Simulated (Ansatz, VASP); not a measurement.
Two plane-wave programs on AlCu3

```xyz
8
Lattice="4.1756 0.0000 0.0000 0.0000 5.1183 0.0000 0.0000 0.0000 4.4727" Properties=species:S:1:pos:R:3 pbc="T T T"
Al    0.0000    0.0000    2.9709
Al    2.0878    2.5592    1.5018
Cu    0.0000    2.5592    2.9882
Cu    2.0878    0.0000    1.4846
Cu    0.0000    1.2848    0.7331
Cu    0.0000    3.8335    0.7331
Cu    2.0878    1.2744    3.7396
Cu    2.0878    3.8440    3.7396
```

Alike in both runs: functional PBEsol; k mesh 8 × 8 × 8; occupations gaussian, width 0.1 eV; no spin polarisation.

Ansatz relaxed the structure, and its values are those at the end. VASP's run is a single point on that final structure, the one shown.

|  | VASP | Ansatz |
| --- | --- | --- |
| version | VASP 6.6.1 | Ansatz 0.2.0 |
| potentials or method | VASP PAW PBE potentials, release 64 (Al, Cu), cutoff 520 eV | scalar-relativistic, plane waves, PAW |
| valence electrons in the cell | 72 | 120 |

```tsv
	VASP	Ansatz	Ansatz less VASP
gap on the k mesh at the Fermi level (eV)	none	none	-
pressure (GPa)	0.5	0.0	-0.54
```

VASP's potentials were made for PBE, not for PBEsol. A gap of «none» marks a metal or a gap that the smearing closes. VASP's potentials hold 72 valence electrons a cell and Ansatz's 120, so a difference there can come from the potentials and not from the codes.
